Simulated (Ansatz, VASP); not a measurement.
**GaN in VASP and in Ansatz**

The input POSCAR:

```
GaN
1.0
    3.1800000000      0.0000000000      0.0000000000
   -1.5900000000      2.7539607840      0.0000000000
    0.0000000000      0.0000000000      5.1660000000
Ga N
2 2
Direct
    0.6666666667      0.3333333333      0.5000000000
    0.3333333333      0.6666666667      0.0000000000
    0.6666666667      0.3333333333      0.8750000000
    0.3333333333      0.6666666667      0.3750000000
```

INCAR.step1

```
ALGO     = Normal         # electronic algorithm
EDIFF    = 1E-4           # SCF threshold, eV
ENCUT    = 600            # plane-wave cutoff, eV
GGA      = PE             # functional
ISMEAR   = -1             # smearing method
LASPH    = True           # aspherical terms in the spheres
LCHARG   = False          # write CHGCAR
LREAL    = False          # projectors in reciprocal space
LWAVE    = True           # write WAVECAR
NELM     = 100            # most SCF steps
PREC     = Accurate       # precision mode
SIGMA    = 0.05           # smearing width, eV
```

INCAR.step2

```
ALGO     = Normal         # electronic algorithm
EDIFF    = 1E-7           # SCF threshold, eV
EDIFFG   = -0.01          # ionic threshold
ENCUT    = 600            # plane-wave cutoff, eV
IBRION   = 2              # ionic algorithm
ISIF     = 3              # what is computed and relaxed
ISMEAR   = -1             # smearing method
ISTART   = 1            
IVDW     = 12             # dispersion correction
LASPH    = True           # aspherical terms in the spheres
LCHARG   = False          # write CHGCAR
LMIXTAU  = True         
LREAL    = False          # projectors in reciprocal space
LWAVE    = False          # write WAVECAR
METAGGA  = R2SCAN         # meta-GGA
NELM     = 100            # most SCF steps
NSW      = 60             # ionic steps
PREC     = Accurate       # precision mode
SIGMA    = 0.05           # smearing width, eV
VDW_A1   = 0.49484001   
VDW_A2   = 5.73083694   
VDW_S6   = 1.0          
VDW_S8   = 0.78981345
```

File KPOINTS:

```
k-points
0
Gamma
  10 10 5
```

File input.yaml:

```yaml
crystal:
  lattice:
    - [3.18, 0.0, 0.0]
    - [-1.59, 2.753960784, 0.0]
    - [0.0, 0.0, 5.166]
  atoms:
    - { symbol: Ga, position: [0.6666666667, 0.3333333333, 0.5] }
    - { symbol: Ga, position: [0.3333333333, 0.6666666667, 0.0] }
    - { symbol: "N", position: [0.6666666667, 0.3333333333, 0.875] }
    - { symbol: "N", position: [0.3333333333, 0.6666666667, 0.375] }
hamiltonian:
  xc: r2scan
  pseudopotentials: { kind: paw }
  dispersion: d3bj
kpoints:
  mp_grid: { grid: [10, 10, 5] }
scf:
  occupations: { method: fermi_dirac, width: 0.05 }
output:
  forces: true
  stress: true
  write_density: true
  write_potential: true
  elf: true
  volumetric_format: npy
relax:
  f_tol: 0.01
  max_steps: 40
  cell: { stress_tol: 0.05 }
```

Alike in both runs: task relaxation of cell and atoms; functional r2SCAN; dispersion D3(BJ); k mesh 10 × 10 × 5; occupations fermi-dirac, width 0.05 eV; no spin polarisation.

|  | VASP | Ansatz |
| --- | --- | --- |
| version | VASP 6.6.1 | Ansatz 0.2.0 |
| potentials or method | VASP PAW PBE potentials, release 64 (Ga_d, N) | Ansatz PAW |
| plane-wave cutoff (eV) | 600 | 500 |
| valence electrons in the cell | 36 | 36 |

VASP gave:

| Quantity | Value |
| --- | --- |
| gap on the k mesh at the Fermi level, each at its own relaxed structure (eV) | 2.36 |
| relaxed volume (Å³/atom) | 11.34 |
| relaxed cell length with the largest relative difference (Å) | 5.181 |

Task: Estimate Ansatz's values.

Result: gap on the k mesh at the Fermi level, each at its own relaxed structure (eV): 2.41; relaxed volume (Å³/atom): 11.27; relaxed cell length with the largest relative difference (Å): 5.169.

VASP's potentials were made for PBE, not for r2SCAN.

Noted on Ansatz's run: odd divisions of the mesh miss points on the zone boundary, where band edges often lie, so the gap on the mesh can be too wide; the plane-wave basis is chosen anew once the cell has moved, so the energies of steps on either side of that aren't comparable.
